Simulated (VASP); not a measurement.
**ScAl: electric field gradients with LDA**

The system is ScAl.

```
Sc Al
1.0
     3.40372    0.00000    0.00000
     0.00000    3.40372    0.00000
     0.00000    0.00000    3.40372
Sc Al
1 1
Cartesian
  1.7019 1.7019 1.7019
  0.0000 0.0000 0.0000
```

- Program: VASP 6.6.1
- Task: electric field gradients
- Functional: LDA
- Potentials or basis: VASP PAW LDA potentials, release 64 (Sc_sv, Al)
- Cutoff: 520 eV
- k mesh: 10 × 10 × 10
- Occupations: fermi-dirac, width 0.05 eV
- Spin: no spin polarisation
- Dipole correction: no
- Further INCAR settings: ALGO = Normal; EDIFF = 1e-08; NBANDS = 14

```
Pressure                                : -6.1 GPa
Band gap on the k mesh                  : zero (bands 7 and 8 overlap by 1.10 eV)
Largest electric field gradient by atom : under 0.05 V/Å² on every atom
```

Levels at points of the mesh, in eV from the Fermi level:
```
           k point  band 4  band 5  band 6  band 7  band 8  band 9  band 10  band 11
(0.00, 0.00, 0.00)  -27.87   -8.31   -0.64   -0.64    2.55    2.55     2.55     3.60
(0.50, 0.00, 0.00)  -27.86   -5.61   -4.44    0.23    0.70    0.70     2.76     3.60
(0.50, 0.50, 0.00)  -27.84   -4.66   -1.79   -1.79   -0.83    1.44     1.44     3.49
(0.50, 0.50, 0.50)  -27.99   -2.47   -2.47   -2.47   -0.67    2.88     2.88     2.88
```

It took 22 s on 1 thread of Intel(R) Xeon(R) Platinum 8375C CPU @ 2.90GHz (Ice Lake), with other jobs on the host, peak memory 0.16 GiB.

Caveat: the cell stands under tension.
